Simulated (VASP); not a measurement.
The system is Na.

```
Na
1.0
    -2.16220    2.16220    2.16220
     2.16220   -2.16220    2.16220
     2.16220    2.16220   -2.16220
Na
1
Cartesian
  0.0000 0.0000 0.0000
```

```yaml
Program: VASP 6.6.1
Task: relaxation of cell and atoms
Functional: PBE
Dispersion: D4
Potentials_or_basis: VASP PAW PBE potentials, release 64 (Na_pv)
Cutoff: 690 eV
k_mesh: 12 × 12 × 12
Occupations: methfessel-paxton, width 0.05 eV
Spin: no spin polarisation
```

At the start: pressure -0.6 GPa; volume 40.43 Å³/atom.

**Question.** Where does the relaxation end?

**Answer.** Over 8 steps the energy falls by 7.8 meV/atom and the volume is 36.68 Å³/atom (-9.3 %); space group Im-3m (No. 229, to 0.1 Å) before and after.

The path:
```csv
step,energy change (eV),largest force (eV/Å),pressure (GPa),volume (Å³)
1,0.0000,0.0000,-0.64,40.43
2,-0.0034,0.0000,-0.52,39.49
3,-0.0081,0.0000,-0.03,36.75
4,-0.0081,0.0000,0.05,36.58
5,-0.0081,0.0000,-0.01,36.68
6,-0.0081,0.0000,0.00,36.68
7,-0.0078,0.0000,0.00,36.68
8,-0.0078,0.0000,0.00,36.68
```

Final structure:
```yaml
crystal:
  lattice:
    - [-2.09311, 2.09311, 2.09311]
    - [2.09311, -2.09311, 2.09311]
    - [2.09311, 2.09311, -2.09311]
  atoms:
    - { symbol: Na, position: [0.00000, 0.00000, 0.00000] }
```
